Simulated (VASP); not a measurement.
# C (P1) in VASP: single point with PBEsol

Aim: the single point of C with PBEsol.

Program: VASP 6.6.1. These are calculated values, not measurements. Logs are shortened: lines on timing, memory, paths and dates and some standing lists are left out, and cuts for length are marked.

**1. The cell of the first run**

The typed cell holds 16 atoms: a = 5.207 Å, b = 5.207 Å, c = 5.207 Å, α = 60.00°, β = 60.00°, γ = 60.00°.

**2. Single point, PBEsol (dynamics (nvt langevin) at 2600 K, volume x 1.1, from the last frame before)**

Contents of INCAR:

```
SYSTEM = C
PREC     = Accurate       ! precision mode
ENCUT    = 520            ! plane-wave cutoff, eV
EDIFF    = 1E-7           ! SCF threshold, eV
ISMEAR   = -1             ! smearing method
SIGMA    = 0.2241         ! smearing width, eV
LREAL    = Auto         
LASPH    = .True.         ! aspherical terms in the spheres
NELM     = 80             ! most SCF steps
ALGO     = Normal         ! electronic algorithm
ISIF     = 2              ! what is computed and relaxed
LWAVE    = .False.        ! write WAVECAR
LCHARG   = .False.        ! write CHGCAR
GGA      = PS             ! functional
NBANDS   = 46             ! bands
```

Contents of KPOINTS:

```
Automatic mesh
0
Gamma
  2 2 2
  0.5 0.5 0.5
```

Contents of POSCAR:

```
C
1.0
    0.0000000000      3.6819367158     -3.6819367158
   -3.6819367158      0.0000000000     -3.6819367158
   -3.6819367158      3.6819367158      0.0000000000
C
16
Direct
    0.6889992131      0.6776339988      0.2224727265
    0.1388129508      0.6847150548      0.2586159333
    0.6600785640      0.2129788099      0.2213143687
    0.1557883919      0.1980134522      0.2574761798
    0.6596072088      0.6955146700      0.7638903700
    0.1740619270      0.7132512595      0.7506772151
    0.6552115602      0.1679525064      0.7445463384
    0.1629050270      0.1845789465      0.7500093601
    0.8049688870      0.3120983843      0.3640520203
    0.2953413065      0.3179565784      0.3625828207
    0.7957571588      0.8243755214      0.3398438367
    0.3157236503      0.7783274731      0.3940060930
    0.7714998163      0.3380556474      0.8921830421
    0.2792951317      0.3021347421      0.9107742090
    0.7846022957      0.8190442239      0.8750142245
    0.2697644139      0.8360739843      0.8713475401
```

Potentials or basis: VASP PAW PBE potentials, release 64 (C).

The run is started by

```console
$ cat potpaw_PBE.64/C/POTCAR > POTCAR
$ mpirun -np 1 vasp_std > vasp.out
```

OUTCAR:

```text
SYSTEM = C
   PREC = Accurate
   ENCUT = 520
   EDIFF = 1E-7
   ISMEAR = -1
   LREAL = Auto
   LASPH = .True.
   NELM = 80
   ISIF = 2
   GGA = PS

 ion  position               nearest neighbor table
   1  0.689  0.678  0.222-  15 1.48   9 1.56  11 1.58  12 1.60
   2  0.139  0.685  0.259-  11 1.47  10 1.57  16 1.65  12 1.74
   3  0.660  0.213  0.221-  13 1.40  10 1.55   9 1.65  11 1.65
   4  0.156  0.198  0.257-  14 1.47   9 1.49  10 1.55  12 1.79
   5  0.660  0.696  0.764-  13 1.52  15 1.53  16 1.66  11 1.80
   6  0.174  0.713  0.751-  16 1.44  12 1.54  15 1.66  14 1.75
[... 8 lines left out ...]
  15  0.785  0.819  0.875-   1 1.48   7 1.49   5 1.53   6 1.66
  16  0.270  0.836  0.871-   6 1.44   8 1.48   2 1.65   5 1.66

  LATTYP: Found a face centered cubic cell.
 ALAT       =     7.3638734316

  Lattice vectors:

 A1 = (   0.0000000000,   3.6819367158,  -3.6819367158)
 A2 = (  -3.6819367158,   0.0000000000,  -3.6819367158)
 A3 = (  -3.6819367158,   3.6819367158,   0.0000000000)

Analysis of symmetry for initial positions (statically):
=====================================================================
 Subroutine PRICEL returns:
 Original cell was already a primitive cell.

 Routine SETGRP: Setting up the symmetry group for a
 face centered cubic supercell.

 Subroutine GETGRP returns: Found  1 space group operations
 (whereof  1 operations were pure point group operations)
 out of a pool of 48 trial point group operations.

The static configuration has the point symmetry C_1 .

Analysis of symmetry for dynamics (positions and initial velocities):
=====================================================================
 Subroutine PRICEL returns:
 Original cell was already a primitive cell.

 Routine SETGRP: Setting up the symmetry group for a
 face centered cubic supercell.

 Subroutine GETGRP returns: Found  1 space group operations
 (whereof  1 operations were pure point group operations)
 out of a pool of 48 trial point group operations.

The dynamic configuration has the point symmetry C_1 .

 Subroutine INISYM returns: Found  1 space group operations
 (whereof  1 operations are pure point group operations),
 and found     1 'primitive' translations

----------------------------------------------------------------------------------------

                                     Primitive cell

  volume of cell :      99.8295

  direct lattice vectors                    reciprocal lattice vectors
     0.000000000  3.681936716 -3.681936716     0.135798097  0.135798097 -0.135798097
    -3.681936716  0.000000000 -3.681936716    -0.135798097 -0.135798097 -0.135798097
    -3.681936716  3.681936716  0.000000000    -0.135798097  0.135798097  0.135798097

  length of vectors
     5.207044839  5.207044839  5.207044839     0.235209204  0.235209204  0.235209204

  position of ions in fractional coordinates (direct lattice)
     0.688999213  0.677633999  0.222472727
     0.138812951  0.684715055  0.258615933
     0.660078564  0.212978810  0.221314369
     0.155788392  0.198013452  0.257476180
     0.659607209  0.695514670  0.763890370
     0.174061927  0.713251259  0.750677215
[... 8 lines left out ...]
     0.784602296  0.819044224  0.875014224
     0.269764414  0.836073984  0.871347540

  ion indices of the primitive-cell ions
   primitive index   ion index
                 1           1
                 2           2
                 3           3
                 4           4
                 5           5
                 6           6
[... 8 lines left out ...]
                15          15
                16          16

----------------------------------------------------------------------------------------

 KPOINTS: Automatic mesh

Automatic generation of k-mesh.
 Grid dimensions read from file:
 generate k-points for:    2    2    2

 Generating k-lattice:

  Cartesian coordinates                     Fractional coordinates (reciprocal lattice)
     0.067899049  0.067899049 -0.067899049     0.500000000  0.000000000  0.000000000
    -0.067899049 -0.067899049 -0.067899049     0.000000000  0.500000000  0.000000000
    -0.067899049  0.067899049  0.067899049     0.000000000  0.000000000  0.500000000

  Length of vectors
     0.117604602  0.117604602  0.117604602

  Shift w.r.t. Gamma in fractional coordinates (k-lattice)
     0.500000000  0.500000000  0.500000000

 Subroutine IBZKPT returns following result:
 ===========================================

 Found     16 irreducible k-points:

 Following reciprocal coordinates:
            Coordinates               Weight
  0.250000  0.250000  0.250000      2.000000
  0.250000  0.000000  0.000000      2.000000
  0.000000  0.000000 -0.250000      2.000000
  0.000000  0.250000  0.000000      2.000000
 -0.250000  0.250000  0.250000      2.000000
  0.250000 -0.250000  0.250000      2.000000
[... 8 lines left out ...]
  0.000000  0.250000  0.500000      2.000000
  0.500000  0.250000  0.000000      2.000000
   k-points           NKPTS =     16   k-points in BZ     NKDIM =     16   number of bands    NBANDS=     46
   number of dos      NEDOS =    301   number of ions     NIONS =     16
   total plane-waves  NPLWV =  64000
   dimension x,y,z NGX =    40 NGY =   40 NGZ =   40
   dimension x,y,z NGXF=    80 NGYF=   80 NGZF=   80
   ions per type =              16
   NGX,Y,Z   is equivalent  to a cutoff of  12.77, 12.77, 12.77 a.u.
   NGXF,Y,Z  is equivalent  to a cutoff of  25.54, 25.54, 25.54 a.u.
 SYSTEM =  C
   PREC   = accura    normal or accurate (medium, high low for compatibility)
   ISTART =      0    job   : 0-new  1-cont  2-samecut
   ICHARG =      2    charge: 1-file 2-atom 10-const
   ISPIN  =      1    spin polarized calculation?
   LNONCOLLINEAR =      F non collinear calculations
   LSORBIT =      F    spin-orbit coupling
   LASPH  =      T    aspherical Exc in radial PAW
   ENCUT  =  520.0 eV  38.22 Ry    6.18 a.u.   9.68  9.68  9.68*2*pi/ulx,y,z
   NELM   =     80;   NELMIN=  2; NELMDL= -5     # of ELM steps
   EDIFF  = 0.1E-06   stopping-criterion for ELM
   LREAL  =      T    real-space projection
   EDIFFG = 0.1E-05   stopping-criterion for IOM
   NSW    =      0    number of steps for IOM
   IBRION =     -1    ionic relax: 0-MD 1-quasi-New 2-CG
   NFREE  =      0    steps in history (QN), initial steepest desc. (CG)
   ISIF   =      2    stress and relaxation
   ISYM   =      2    0-nonsym 1-usesym 2-fastsym
   POTIM  = 0.5000    time-step for ionic-motion
   TEBEG  =    0.0;   TEEND  =   0.0 temperature during run
   PSTRESS=    0.0 pullay stress
   NELECT =      64.0000    total number of electrons
   NUPDOWN=      -1.0000    fix difference up-down
   EMIN   =  10.00;   EMAX   =-10.00  energy-range for DOS
   EFERMI =   0.00;   METHOD = LEGACY
   ISMEAR =    -1;   SIGMA  =   0.22  broadening in eV -4-tet -1-fermi 0-gaus
   EFERMI_NEDOS =   21; number of points for ismear=-14 and -15
   IALGO  =     38    algorithm
   IMIX   =      4    mixing-type and parameters
     AMIX     =   0.40;   BMIX     =  1.00
     AMIX_MAG =   1.60;   BMIX_MAG =  1.00
  volume/ion in A,a.u.               =       6.24        42.11
  Fermi-wavevector in a.u.,A,eV,Ry     =   1.411611  2.667559 27.111607  1.992647
  Thomas-Fermi vector in A             =   2.533445
   LORBIT       =      0    0 simple, 1 ext, 2 COOP (PROOUT), +10 PAW based schemes
   GGA     = PS    functional components
   LHFCALC =     F    Hartree Fock is set to
   AEXX    =    0.0000 exact exchange contribution
   IVDW    =     0    specifies the selected vdW correction
   LEPSILON=     F    determine dielectric tensor
   LRPA    =     F    only Hartree local field effects (RPA)
 non-spin polarized calculation
  energy-cutoff  :      520.00
  volume of cell :       99.83
 maximum number of plane-waves:      2689
 NGX is ok and might be reduce to    40
   NGX = 19   NGY = 19   NGZ = 19

 number of electron      64.0000001 magnetization

 Free energy of the ion-electron system (eV)
  ---------------------------------------------------
  ext. energy  EPLUGINS =         0.00000000
  ---------------------------------------------------
  free energy    TOTEN  =      -148.58831708 eV

  energy without entropy =     -148.58671601  energy(sigma->0) =     -148.58751655

 E-fermi :  10.1076     XC(G=0): -12.9599

 val. band max:        8.5683058563   @ k =   0.0000   0.2500   0.0000
 cond. band min:      11.6838016954   @ k =   0.2500   0.0000   0.0000
 fundamental gap:      3.1154958390
 Fermi energy:        10.1075762956

 k-point     1 :       0.2500    0.2500    0.2500
  band No.  band energies     occupation
      1     -11.7234      2.00000
      2      -8.7460      2.00000
      3      -7.3081      2.00000
      4      -7.0240      2.00000
      5      -6.4771      2.00000
      6      -5.9148      2.00000
[... 36 lines left out ...]
     43      15.3927      0.00000
     44      15.7709      0.00000

 k-point     2 :       0.2500    0.0000    0.0000
  band No.  band energies     occupation
      1     -11.7251      2.00000
      2      -8.7166      2.00000
      3      -7.3460      2.00000
      4      -7.0125      2.00000
      5      -6.5538      2.00000
      6      -5.8820      2.00000
[... 36 lines left out ...]
     43      15.5151      0.00000
     44      15.7713      0.00000

 k-point     3 :       0.0000    0.0000   -0.2500
  band No.  band energies     occupation
      1     -11.7393      2.00000
      2      -8.6359      2.00000
      3      -7.2428      2.00000
      4      -7.0356      2.00000
      5      -6.7181      2.00000
      6      -5.8501      2.00000
[... 36 lines left out ...]
     43      15.3619      0.00000
     44      15.4682      0.00000

 k-point     4 :       0.0000    0.2500    0.0000
  band No.  band energies     occupation
      1     -11.7232      2.00000
      2      -8.7460      2.00000
      3      -7.2744      2.00000
      4      -7.0961      2.00000
      5      -6.4629      2.00000
      6      -5.8574      2.00000
[... 506 lines left out ...]
     43      16.4588      0.00000
     44      17.0401      0.00000

 k-point    15 :       0.0000    0.2500    0.5000
  band No.  band energies     occupation
      1     -10.8196      2.00000
      2      -9.4791      2.00000
      3      -8.5409      2.00000
      4      -7.9081      2.00000
      5      -7.3111      2.00000
      6      -5.8359      2.00000
[... 36 lines left out ...]
     43      16.6096      0.00000
     44      16.9589      0.00000

 k-point    16 :       0.5000    0.2500    0.0000
  band No.  band energies     occupation
      1     -10.7078      2.00000
      2      -9.6627      2.00000
      3      -8.7199      2.00000
      4      -7.7102      2.00000
      5      -7.2423      2.00000
      6      -6.0311      2.00000
[... 36 lines left out ...]
     43      16.4376      0.00000
     44      17.0754      0.00000
 [bands above 44 left out]

------------------------ aborting loop because EDIFF is reached ----------------------------------------

  FORCE on cell =-STRESS in cart. coord.  units (eV):
  Direction    XX          YY          ZZ          XY          YZ          ZX
  --------------------------------------------------------------------------------------
  -------------------------------------------------------------------------------------
  Total      -17.1077975    -17.0212088    -16.6886556     -2.1691505      0.8489560      1.2870677
  in kB     -274.5653506   -273.1756764   -267.8384852    -34.8129883     13.6250087     20.6563234
  external PRESSURE =    -271.8598374 kB  Pullay stress =       0.0000000 kB

 VOLUME and BASIS-vectors are now :
 -----------------------------------------------------------------------------
  energy-cutoff  :      520.00
  volume of cell :       99.83
      direct lattice vectors                 reciprocal lattice vectors
     0.000000000  3.681936716 -3.681936716     0.135798097  0.135798097 -0.135798097
    -3.681936716  0.000000000 -3.681936716    -0.135798097 -0.135798097 -0.135798097
    -3.681936716  3.681936716  0.000000000    -0.135798097  0.135798097  0.135798097

 POSITION                                       TOTAL-FORCE (eV/Angst)
 -----------------------------------------------------------------------------------
     -3.31414      3.35598     -5.03186        -4.630102      1.185233      1.843827
     -3.47329      1.46331     -3.03218         0.660595      2.264175     -4.248837
     -1.59904      3.24523     -3.21454        -0.950968      4.227915      2.588022
     -1.67708      1.52161     -1.30268         2.770548      2.749347      0.528230
     -5.37344      5.24123     -4.98947         1.793117     -2.798200     -0.026997
     -5.39009      3.40483     -3.26703         3.921526     -0.944318      4.457507
[... 8 lines left out ...]
     -6.23742      6.11060     -5.90452         2.204043     -0.301155     -1.327497
     -6.28662      4.20150     -4.07163         0.074345      4.047821     -0.683122
 -----------------------------------------------------------------------------------
    total drift:                                0.026672      0.018655     -0.000351

  FREE ENERGIE OF THE ION-ELECTRON SYSTEM (eV)
  ---------------------------------------------------
  free  energy   TOTEN  =      -148.5883170806 eV

  energy  without entropy=     -148.5867160095  energy(sigma->0) =     -148.58751655
```

Run time: 50 s. Hardware: 1 thread of Intel Xeon 6975P-C (Granite Rapids), shared host; peak memory 0.24 GiB.

What came out:

```yaml
Free_energy: -148.5883 eV
Pressure: -27.2 GPa
Largest_force: 6.729 eV/Å
Band_gap_on_the_k_mesh: 3.12 eV, indirect (least direct gap 3.13 eV)
```

Forces on the atoms (eV/Å):
```
C   -4.630  1.185  1.844
C    0.661  2.264 -4.249
C   -0.951  4.228  2.588
C    2.771  2.749  0.528
C    1.793 -2.798 -0.027
C    3.922 -0.944  4.458
C   -4.700  0.249 -2.869
C   -3.630 -0.765 -1.501
C   -0.792 -0.970  2.526
C   -2.083 -0.341  1.816
C   -2.826  1.444  2.020
C   -1.385 -4.465 -0.728
C    6.022 -2.510 -1.647
C    3.550 -3.074 -2.749
C    2.204 -0.301 -1.327
C    0.074  4.048 -0.683
```

Caveat: the k points lie up to 0.74 Å⁻¹ apart; the PAW data sets were made with another functional, which shifts forces and pressure a little. A k mesh can miss the band edges.
